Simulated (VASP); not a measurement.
Set up this calculation in VASP 6.6.1, as the native input.

| Item | Value |
| --- | --- |
| Task | single point |
| Functional | HF |
| Potentials or basis | VASP PAW PBE potentials, release 64 (Nb_sv) |
| Cutoff | 520 eV |
| k mesh | 6 × 6 × 6 |
| Occupations | fermi-dirac, width 0.05 eV |
| Spin | no spin polarisation |
| Dipole correction | no |
| Grid for exact exchange (PRECFOCK) | Normal |
| Further INCAR settings | ALGO = Normal; EDIFF = 1e-07; NBANDS = 12 |
| Share of exact exchange | 1 |

The system is Nb.

```xyz
1
Lattice="0.0000 2.1448 2.1448 2.1448 0.0000 2.1448 2.1448 2.1448 0.0000" Properties=species:S:1:pos:R:3 pbc="T T T"
Nb    0.0000    0.0000    0.0000
```

This isn't the form of Nb at room conditions, which is bcc.

These files were run (other wordings do the same):

POSCAR

```
Nb
1.0
    0.0000000000      2.1448359377      2.1448359377
    2.1448359377      0.0000000000      2.1448359377
    2.1448359377      2.1448359377      0.0000000000
Nb
1
Direct
    0.0000000000      0.0000000000      0.0000000000
```

INCAR.step1

```
SYSTEM = Nb
  ALGO = Normal
  EDIFF = 1E-5
  ENCUT = 520
  GGA = PE
  ISIF = 2
  ISMEAR = -1
  LASPH = .TRUE.
  LREAL = .FALSE.
  LWAVE = .TRUE.
  NBANDS = 12
  NELM = 80
  PREC = Accurate
  SIGMA = 0.05
```

INCAR.step2

```
SYSTEM = Nb
  AEXX = 1.0
  AGGAC = 0.0
  ALDAC = 0.0
  ALGO = Normal
  EDIFF = 1E-7
  ENCUT = 520
  GGA = PE
  ISIF = 2
  ISMEAR = -1
  ISTART = 1
  LASPH = .TRUE.
  LCHARG = .TRUE.
  LELF = .TRUE.
  LHFCALC = .TRUE.
  LREAL = .FALSE.
  LVHAR = .TRUE.
  LWAVE = .FALSE.
  NBANDS = 12
  NELM = 80
  PREC = Accurate
  PRECFOCK = Normal
  SIGMA = 0.05
```

KPOINTS

```
k-points
0
G
  6 6 6
  0 0 0
```

Potentials or basis: VASP PAW PBE potentials, release 64 (Nb_sv).

Run with:

```bash
$ cat potpaw_PBE.64/Nb_sv/POTCAR > POTCAR
$ cp INCAR.step1 INCAR
$ mpirun -np 1 vasp_std > vasp.out
$ cp INCAR.step2 INCAR
$ mpirun -np 1 vasp_std > vasp.out
```

It gave:

```
Pressure               : -3.8 GPa
Band gap on the k mesh : zero (an odd number of electrons rules out a gap without spin polarisation)
```

Caveat: the k points lie up to 0.42 Å⁻¹ apart, too coarse for converged energies and pressures of a metal; the PAW data sets were made with another functional, which shifts forces and pressure a little.

Wall time 11 min on 1 thread of AMD EPYC 9R45 96-Core Processor (Zen 5) (shared host), peak memory 0.12 GiB.
